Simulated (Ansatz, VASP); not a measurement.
Pb in VASP and in Ansatz

```
Pb
1.0
     0.00000    2.52356    2.52356
     2.52356    0.00000    2.52356
     2.52356    2.52356    0.00000
Pb
1
Direct
  0.00000 0.00000 0.00000
```

Alike in both runs: task single point; functional BLYP; dispersion D4; k mesh 9 × 9 × 9; occupations fermi-dirac, width 0.05 eV; no spin polarisation.

```csv
,VASP,Ansatz
version,VASP 6.6.1,Ansatz 0.2.0
potentials or method,"VASP PAW PBE potentials, release 64 (Pb_d)",Ansatz PAW
plane-wave cutoff (eV),520,420
valence electrons in the cell,14,14
```

Ansatz gave:

- gap on the k mesh at the Fermi level (eV): none
- pressure (GPa): -0.7

Task: What did VASP give for the same quantities?

Result: gap on the k mesh at the Fermi level (eV): none; pressure (GPa): -0.6.

VASP's potentials were made for PBE, not for BLYP. A gap of «none» marks a metal or a gap that the smearing closes.

Neither program's run includes spin-orbit coupling.
